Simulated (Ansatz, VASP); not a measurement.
Te2As in VASP and in Ansatz

```
Te As
1.0
     1.99089    1.14944    6.24783
    -1.99089    1.14944    6.24783
     0.00000   -2.29888    6.24783
Te As
2 1
Direct
  0.23908 0.23908 0.23908
  0.76092 0.76092 0.76092
  0.00000 0.00000 0.00000
```

Alike in both runs: functional PBE; k mesh 6 × 6 × 6; occupations gaussian, width 0.2 eV; no spin polarisation.

Ansatz relaxed the structure, and its values are those at the end. VASP's run is a single point on that final structure, the one shown.

```csv
,VASP,Ansatz
version,VASP 6.6.1,Ansatz 0.2.0
potentials or method,"VASP PAW PBE potentials, release 64 (Te, As), cutoff 520 eV","scalar-relativistic, plane waves, PAW"
valence electrons in the cell,17,47
```

Ansatz gave:

- gap on the k mesh at the Fermi level (eV): none
- pressure (GPa): -0.1
- rms of the force components (eV/Å): 0.008

Question: Which values does VASP return?

Answer: gap on the k mesh at the Fermi level (eV): none; pressure (GPa): -0.1; rms of the force components (eV/Å): 0.012.

A gap of «none» marks a metal or a gap that the smearing closes. VASP's potentials hold 17 valence electrons a cell and Ansatz's 47, so a difference there can come from the potentials and not from the codes.

Neither program's run includes spin-orbit coupling.
